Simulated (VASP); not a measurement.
Crystal: Fe.

```
CELL_PARAMETERS angstrom
-1.43142 1.43142 1.43142
1.43142 -1.43142 1.43142
1.43142 1.43142 -1.43142
ATOMIC_POSITIONS crystal
Fe 0.00000 0.00000 0.00000
```

Base run:

| Item | Value |
| --- | --- |
| Program | VASP 6.6.1 |
| Functional | r2SCAN |
| Potentials or basis | VASP PAW PBE potentials, release 64 (Fe) |
| Cutoff | 520 eV |
| k mesh | 15 × 15 × 15 |
| Occupations | fermi-dirac, width 0.1 eV |
| Spin | collinear spin, ferromagnetic start |
| Starting moments | [4.2] μB |
| Fixed moment | 4.2 μB |

Its results: pressure 68.1 GPa; site moments Fe +4.04 μB.

**Question.** The run is repeated on the same cell with these changes: fixed moment from 4.2 μB to 1.8 μB; moments at the start from [4.2] to [1.8]. What comes out?

**Answer.** Pressure -16.8 GPa; site moments Fe +1.87 μB.

Caveats: the PAW data sets were made with another functional, which shifts forces and pressure a little; the total moment is fixed, so each spin has its own Fermi level.
